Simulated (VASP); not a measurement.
# NaTi2N3 in VASP: single point with PBEsol

Aim: the single point of NaTi2N3 with PBEsol.

Everything below comes from runs of VASP 6.6.1. Logs are shortened: lines on timing, memory, paths and dates and some standing lists are left out, and cuts for length are marked.

**1. The cell of the first run**

The typed cell holds 6 atoms: a = 5.428 Å, b = 5.428 Å, c = 2.869 Å, α = 90.00°, β = 90.00°, γ = 121.81°.

**2. Single point, PBEsol**

INCAR reads:

```
SYSTEM = NaTi2N3
PREC = Accurate
ENCUT = 520
EDIFF = 1E-7
ISMEAR = -1
SIGMA = 0.05
LREAL = .FALSE.
LASPH = .TRUE.
NELM = 100
ALGO = Normal
ISIF = 2
LWAVE = .FALSE.
LCHARG = .FALSE.
GGA = PS
NBANDS = 32
```

KPOINTS reads:

```
regular mesh
0
G
  6 6 6
  0 0 0
```

POSCAR reads:

```
NaTi2N3
1.0
    2.6392900730     -4.7430652150      0.0000836812
    2.6400039666      4.7430495516     -0.0000918620
    0.0000808921     -0.0000694097      2.8688105809
Na Ti N
1 2 3
Direct
    0.3747336582      0.3721028236     -0.0073855499
    0.0241517906      0.6466013169      0.4927007417
    0.6490801959      0.0217430175      0.4927025403
    0.3288163864      0.8719237225     -0.0072962030
    0.8743282043      0.3263898912     -0.0073035836
   -0.2427044118     -0.2451358971      0.4926798265
```

Potentials or basis: VASP PAW PBE potentials, release 64 (Na_pv, Ti_sv, N).

Started as:

```
cat potpaw_PBE.64/Na_pv/POTCAR potpaw_PBE.64/Ti_sv/POTCAR potpaw_PBE.64/N/POTCAR > POTCAR
mpirun -np 1 vasp_std > vasp.out
```

OUTCAR:

```text
SYSTEM = NaTi2N3
   PREC = Accurate
   ENCUT = 520
   EDIFF = 1E-7
   ISMEAR = -1
   LREAL = .FALSE.
   LASPH = .TRUE.
   NELM = 100
   ISIF = 2
   GGA = PS

 ion  position               nearest neighbor table
   1  0.375  0.372  0.993-
   2  0.024  0.647  0.493-   6 1.83   4 2.04   4 2.04   5 2.06   5 2.06   3 2.89   3 2.89
   3  0.649  0.022  0.493-   6 1.83   5 2.04   5 2.04   4 2.06   4 2.06   2 2.89   2 2.89
   4  0.329  0.872  0.993-   2 2.04   2 2.04   3 2.06   3 2.06
   5  0.874  0.326  0.993-   3 2.04   3 2.04   2 2.06   2 2.06
   6  0.757  0.755  0.493-   3 1.83   2 1.83

  LATTYP: Found a triclinic cell.
 ALAT       =     5.4279388105
 B/A-ratio  =     1.0000614367
 C/A-ratio  =     0.5285266992
 COS(alpha) =     0.0000243499
 COS(beta)  =     0.0000502692
 COS(gamma) =     0.5270392094

  Lattice vectors:

 A1 = (  -2.6392900730,   4.7430652150,  -0.0000836812)
 A2 = (   2.6400039666,   4.7430495516,  -0.0000918620)
 A3 = (  -0.0000808921,   0.0000694097,  -2.8688105809)

Analysis of symmetry for initial positions (statically):
=====================================================================
 Subroutine PRICEL returns:
 Original cell was already a primitive cell.

 Routine SETGRP: Setting up the symmetry group for a
 triclinic supercell.

 Subroutine GETGRP returns: Found  1 space group operations
 (whereof  1 operations were pure point group operations)
 out of a pool of  2 trial point group operations.

The static configuration has the point symmetry C_1 .

Analysis of symmetry for dynamics (positions and initial velocities):
=====================================================================
 Subroutine PRICEL returns:
 Original cell was already a primitive cell.

 Routine SETGRP: Setting up the symmetry group for a
 triclinic supercell.

 Subroutine GETGRP returns: Found  1 space group operations
 (whereof  1 operations were pure point group operations)
 out of a pool of  2 trial point group operations.

The dynamic configuration has the point symmetry C_1 .

 Subroutine INISYM returns: Found  1 space group operations
 (whereof  1 operations are pure point group operations),
 and found     1 'primitive' translations

----------------------------------------------------------------------------------------

                                     Primitive cell

  volume of cell :      71.8350

  direct lattice vectors                    reciprocal lattice vectors
     2.639290073 -4.743065215  0.000083681     0.189418953 -0.105431491 -0.000007892
     2.640003967  4.743049552 -0.000091862     0.189419578  0.105402981 -0.000002791
     0.000080892 -0.000069410  2.868810581     0.000000540  0.000006450  0.348576517

  length of vectors
     5.427938810  5.428272285  2.868810583     0.216784084  0.216770766  0.348576517

  position of ions in fractional coordinates (direct lattice)
     0.374733658  0.372102824  0.992614450
     0.024151791  0.646601317  0.492700742
     0.649080196  0.021743018  0.492702540
     0.328816386  0.871923723  0.992703797
     0.874328204  0.326389891  0.992696416
     0.757295588  0.754864103  0.492679827

  ion indices of the primitive-cell ions
   primitive index   ion index
                 1           1
                 2           2
                 3           3
                 4           4
                 5           5
                 6           6

----------------------------------------------------------------------------------------

 KPOINTS: regular mesh

Automatic generation of k-mesh.
 Grid dimensions read from file:
 generate k-points for:    6    6    6

 Generating k-lattice:

  Cartesian coordinates                     Fractional coordinates (reciprocal lattice)
     0.031569825 -0.017571915 -0.000001315     0.166666667  0.000000000  0.000000000
     0.031569930  0.017567163 -0.000000465    -0.000000000  0.166666667  0.000000000
     0.000000090  0.000001075  0.058096086    -0.000000000  0.000000000  0.166666667

  Length of vectors
     0.036130681  0.036128461  0.058096086

  Shift w.r.t. Gamma in fractional coordinates (k-lattice)
     0.000000000  0.000000000  0.000000000

 Subroutine IBZKPT returns following result:
 ===========================================

 Found    112 irreducible k-points:

 Following reciprocal coordinates:
            Coordinates               Weight
  0.000000  0.000000  0.000000      1.000000
  0.166667  0.000000 -0.000000      2.000000
  0.000000  0.166667 -0.000000      2.000000
  0.333333  0.000000 -0.000000      2.000000
 -0.000000  0.333333 -0.000000      2.000000
  0.500000 -0.000000  0.000000      1.000000
[... 16 lines left out ...]
  0.000000  0.166667 -0.166667      2.000000
  0.333333  0.000000  0.166667      2.000000
 [... further k-points ...]
   k-points           NKPTS =    112   k-points in BZ     NKDIM =    112   number of bands    NBANDS=     32
   number of dos      NEDOS =    301   number of ions     NIONS =      6
   total plane-waves  NPLWV =  38400
   dimension x,y,z NGX =    40 NGY =   40 NGZ =   24
   dimension x,y,z NGXF=    80 NGYF=   80 NGZF=   48
   ions per type =               1   2   3
   NGX,Y,Z   is equivalent  to a cutoff of  12.25, 12.25, 13.91 a.u.
   NGXF,Y,Z  is equivalent  to a cutoff of  24.50, 24.50, 27.82 a.u.
 SYSTEM =  NaTi2N3
   PREC   = accura    normal or accurate (medium, high low for compatibility)
   ISTART =      0    job   : 0-new  1-cont  2-samecut
   ICHARG =      2    charge: 1-file 2-atom 10-const
   ISPIN  =      1    spin polarized calculation?
   LNONCOLLINEAR =      F non collinear calculations
   LSORBIT =      F    spin-orbit coupling
   LASPH  =      T    aspherical Exc in radial PAW
   ENCUT  =  520.0 eV  38.22 Ry    6.18 a.u.  10.09 10.09  5.33*2*pi/ulx,y,z
   NELM   =    100;   NELMIN=  2; NELMDL= -5     # of ELM steps
   EDIFF  = 0.1E-06   stopping-criterion for ELM
   LREAL  =      F    real-space projection
   EDIFFG = 0.1E-05   stopping-criterion for IOM
   NSW    =      0    number of steps for IOM
   IBRION =     -1    ionic relax: 0-MD 1-quasi-New 2-CG
   NFREE  =      0    steps in history (QN), initial steepest desc. (CG)
   ISIF   =      2    stress and relaxation
   ISYM   =      2    0-nonsym 1-usesym 2-fastsym
   POTIM  = 0.5000    time-step for ionic-motion
   TEBEG  =    0.0;   TEEND  =   0.0 temperature during run
   PSTRESS=    0.0 pullay stress
   NELECT =      46.0000    total number of electrons
   NUPDOWN=      -1.0000    fix difference up-down
   EMIN   =  10.00;   EMAX   =-10.00  energy-range for DOS
   EFERMI =   0.00;   METHOD = LEGACY
   ISMEAR =    -1;   SIGMA  =   0.05  broadening in eV -4-tet -1-fermi 0-gaus
   EFERMI_NEDOS =   21; number of points for ismear=-14 and -15
   IALGO  =     38    algorithm
   IMIX   =      4    mixing-type and parameters
     AMIX     =   0.40;   BMIX     =  1.00
     AMIX_MAG =   1.60;   BMIX_MAG =  1.00
  volume/ion in A,a.u.               =      11.97        80.79
  Fermi-wavevector in a.u.,A,eV,Ry     =   1.411071  2.666537 27.090835  1.991120
  Thomas-Fermi vector in A             =   2.532960
   LORBIT       =      0    0 simple, 1 ext, 2 COOP (PROOUT), +10 PAW based schemes
   GGA     = PS    functional components
   LHFCALC =     F    Hartree Fock is set to
   AEXX    =    0.0000 exact exchange contribution
   IVDW    =     0    specifies the selected vdW correction
   LEPSILON=     F    determine dielectric tensor
   LRPA    =     F    only Hartree local field effects (RPA)
 non-spin polarized calculation
  energy-cutoff  :      520.00
  volume of cell :       71.84
 maximum number of plane-waves:      1955
   NGX = 21   NGY = 21   NGZ = 11

 number of electron      46.0000000 magnetization

 Free energy of the ion-electron system (eV)
  ---------------------------------------------------
  ext. energy  EPLUGINS =         0.00000000
  ---------------------------------------------------
  free energy    TOTEN  =       -51.06171058 eV

  energy without entropy =      -51.05796407  energy(sigma->0) =      -51.05983733

 E-fermi :   5.5304     XC(G=0): -11.0288

 val. band max:        5.4142860081   @ k =   0.1667   0.1667   0.0000
 cond. band min:       5.5458592064   @ k =  -0.1667   0.1667  -0.0000
 fundamental gap:      0.1315731983
 Fermi energy:         5.5303525534

 k-point     1 :       0.0000    0.0000    0.0000
  band No.  band energies     occupation
      1     -50.8651      2.00000
      2     -50.8116      2.00000
      3     -27.4912      2.00000
      4     -27.3707      2.00000
      5     -27.2648      2.00000
      6     -27.0939      2.00000
[... 24 lines left out ...]
     31      10.5127      0.00000
     32      10.8279      0.00000

 k-point     2 :       0.1667    0.0000   -0.0000
  band No.  band energies     occupation
      1     -50.8616      2.00000
      2     -50.8152      2.00000
      3     -27.4775      2.00000
      4     -27.3755      2.00000
      5     -27.2577      2.00000
      6     -27.1107      2.00000
[... 24 lines left out ...]
     31      10.3675      0.00000
     32      10.8232      0.00000

 k-point     3 :       0.0000    0.1667   -0.0000
  band No.  band energies     occupation
      1     -50.8616      2.00000
      2     -50.8152      2.00000
      3     -27.4775      2.00000
      4     -27.3755      2.00000
      5     -27.2577      2.00000
      6     -27.1107      2.00000
[... 24 lines left out ...]
     31      10.3675      0.00000
     32      10.8232      0.00000

 k-point     4 :       0.3333    0.0000   -0.0000
  band No.  band energies     occupation
      1     -50.8518      2.00000
      2     -50.8250      2.00000
      3     -27.4458      2.00000
      4     -27.3856      2.00000
      5     -27.2388      2.00000
      6     -27.1528      2.00000
[... 654 lines left out ...]
     31      10.5436      0.00000
     32      10.6744      0.00000

 k-point    23 :       0.0000    0.1667   -0.1667
  band No.  band energies     occupation
      1     -50.8479      2.00000
      2     -50.8022      2.00000
      3     -27.4516      2.00000
      4     -27.3610      2.00000
      5     -27.2445      2.00000
      6     -27.1198      2.00000
[... 24 lines left out ...]
     31      10.5436      0.00000
     32      10.6742      0.00000

 k-point    24 :       0.3333    0.0000    0.1667
  band No.  band energies     occupation
      1     -50.8383      2.00000
      2     -50.8118      2.00000
      3     -27.4230      2.00000
      4     -27.3691      2.00000
      5     -27.2246      2.00000
      6     -27.1367      2.00000
[... 24 lines left out ...]
     31      10.4050      0.00000
     32      10.6998      0.00000

 [... further k-points ...]

------------------------ aborting loop because EDIFF is reached ----------------------------------------

  FORCE on cell =-STRESS in cart. coord.  units (eV):
  Direction    XX          YY          ZZ          XY          YZ          ZX
  --------------------------------------------------------------------------------------
  -------------------------------------------------------------------------------------
  Total        0.0836239      0.1713859      0.0632823      0.0004376      0.0005932     -0.0013997
  in kB        1.8651111      3.8225173      1.4114213      0.0097590      0.0132296     -0.0312188
  external PRESSURE =       2.3663499 kB  Pullay stress =       0.0000000 kB

 VOLUME and BASIS-vectors are now :
 -----------------------------------------------------------------------------
  energy-cutoff  :      520.00
  volume of cell :       71.84
      direct lattice vectors                 reciprocal lattice vectors
     2.639290073 -4.743065215  0.000083681     0.189418953 -0.105431491 -0.000007892
     2.640003967  4.743049552 -0.000091862     0.189419578  0.105402981 -0.000002791
     0.000080892 -0.000069410  2.868810581     0.000000540  0.000006450  0.348576517

 POSITION                                       TOTAL-FORCE (eV/Angst)
 -----------------------------------------------------------------------------------
      1.97146     -0.01255      2.84762        -0.010311      0.002491      0.000471
      1.77081      2.95227      1.41341         0.013571     -0.043951      0.000103
      1.77055     -2.97554      1.41352         0.006770      0.043452     -0.000120
      3.16980      2.57591      2.84783         0.001083      0.002941     -0.000159
      3.16936     -2.59898      2.84790         0.001728     -0.004380     -0.000102
      3.99161     -0.01158      1.41340        -0.012842     -0.000554     -0.000194
 -----------------------------------------------------------------------------------
    total drift:                               -0.000147     -0.000120      0.000112

  FREE ENERGIE OF THE ION-ELECTRON SYSTEM (eV)
  ---------------------------------------------------
  free  energy   TOTEN  =       -51.0617105782 eV

  energy  without entropy=      -51.0579640724  energy(sigma->0) =      -51.05983733
```

It took 9.2 min on 1 thread of Intel Xeon 8259CL, shared host; peak memory 0.34 GiB.

What came out:

* Free energy: -51.0617 eV
* Pressure: 0.2 GPa
* Largest force: 0.046 eV/Å
* Band gap on the k mesh: zero (bands 23 and 24 overlap by 0.38 eV)

Forces in eV/Å, atoms in the order of the input:
```
Na  -0.010  0.002  0.000
Ti   0.014 -0.044  0.000
Ti   0.007  0.043  0.000
N    0.001  0.003  0.000
N    0.002 -0.004  0.000
N   -0.013 -0.001  0.000
```

Caveat: the k points lie up to 0.37 Å⁻¹ apart; the PAW data sets were made with another functional, which shifts forces and pressure a little.

The gap in the log of VASP goes by the Fermi energy; the results here count the filled bands.